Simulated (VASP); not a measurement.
Runs of VASP 6.6.1 on SnSe. The structure is that of space group P6/mmm (No. 191), or close to it. The cells are those of the table. The cell was built from a structure type or drawn by symmetry, and may not be a known phase.

| task | cell | k mesh | cutoff (eV) | gap on the mesh (eV) | pressure (GPa) | relaxed volume (Å³/atom) |
| --- | --- | --- | --- | --- | --- | --- |
| single point | a = 3.447, b = 3.447, c = 6.501 Å, angles 90.0, 90.0, 120.0°, 2 atoms | 6 × 6 × 4 | 520 | none | -7.1 | - |
| single point | a = 3.223, b = 3.223, c = 5.747 Å, angles 90.0, 90.0, 120.0°, 2 atoms | 18 × 18 × 10 | 520 | none | 0.0 | - |
| relaxation of cell and atoms | relaxed from a = 3.240, b = 3.240, c = 5.638 Å, angles 90.0, 90.0, 120.0°, 2 atoms | 18 × 18 × 10 | 600 | none | 0.0 | (a) |
| single point | a = 3.240, b = 3.240, c = 5.638 Å, angles 90.0, 90.0, 120.0°, 2 atoms | 6 × 6 × 4 | 520 | none | 0.0 | - |
| relaxation of cell and atoms | relaxed from a = 3.447, b = 3.447, c = 6.501 Å, angles 90.0, 90.0, 120.0°, 2 atoms | 6 × 6 × 4 | 600 | none | 0.0 | 25.60 |

Alike in all rows: level PBE; potentials or basis VASP PAW PBE potentials, release 64 (Sn_d, Se); no spin polarisation; smearing gaussian 0.1 eV.

Estimate the missing entries.

(a) 25.88.

Caveats: some runs use coarse meshes; spin-orbit coupling is left out, which moves the levels of the heavy elements; the cell stands under tension (at least some runs); the volume moved by over 15 % at a fixed basis, so the end points are rough (at least some runs).

A k mesh can miss the band edges, and the runs leave out spin-orbit coupling on Se, Sn.

A gap of «none» marks levels without a gap at the run's occupations.
